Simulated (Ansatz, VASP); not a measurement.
## Zr: VASP beside Ansatz

```
Zr
1.0
     3.13214    0.00000    0.00000
    -1.56607    2.71252    0.00000
     0.00000    0.00000    5.06460
Zr
2
Direct
  0.33333 0.66667 0.25000
  0.66667 0.33333 0.75000
```

Change from the starting cell: volume scaled by 0.92, PAW files.

Alike in both runs: task single point; functional PBE; k mesh 15 × 15 × 8; occupations fermi-dirac, width 0.05 eV; no spin polarisation.

|  | VASP | Ansatz |
| --- | --- | --- |
| version | VASP 6.6.1 | Ansatz 0.2.0 |
| potentials or method | VASP PAW PBE potentials, release 64 (Zr_sv) | PAW with Ansatz's default frozen-core files, scalar-relativistic |
| plane-wave cutoff (eV) | 520 | 420 |
| valence electrons in the cell | 24 | 24 |

|  | VASP | Ansatz | Ansatz less VASP |
| --- | --- | --- | --- |
| pressure (GPa) | 8.9 | 8.9 | -0.02 |
